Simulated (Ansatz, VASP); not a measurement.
## Ir: VASP beside Ansatz

```xyz
1
Lattice="0.0000 1.8237 1.9197 1.8237 0.0000 1.9197 1.8237 1.8237 0.0000" Properties=species:S:1:pos:R:3 pbc="T T T"
Ir    0.0000    0.0000    0.0000
```

Change from the starting cell: strain -0.050 along x and y, +0.000 along z, atoms carried along.

Alike in both runs: task single point; functional PBE; k mesh 22 × 22 × 22; occupations gaussian, width 0.15 eV; no spin polarisation.

|  | VASP | Ansatz |
| --- | --- | --- |
| version | VASP 6.6.1 | Ansatz 0.2.0 |
| potentials or method | VASP PAW PBE potentials, release 64 (Ir), cutoff 520 eV | scalar-relativistic, plane waves, PAW |
| valence electrons in the cell | 9 | 17 |

Ansatz gave:

- gap on the k mesh at the Fermi level (eV): none
- pressure (GPa): 61.7
- traceless stress, the component that is largest in VASP (GPa): -17.65

Task: Which values does VASP return?

Result: gap on the k mesh at the Fermi level (eV): none; pressure (GPa): 63.2; traceless stress, the component that is largest in VASP (GPa): -17.59.

A gap of «none» marks a metal or a gap that the smearing closes. Both programs put the cell under a high pressure, so it lies far from rest at this level. The functional is the same, so the differences come from potentials, cutoffs and numerics. VASP's potentials hold 9 valence electrons a cell and Ansatz's 17, so a difference there can come from the potentials and not from the codes.

Spin-orbit coupling is off throughout. Noted on VASP's run: the cell as given lies far from equilibrium.
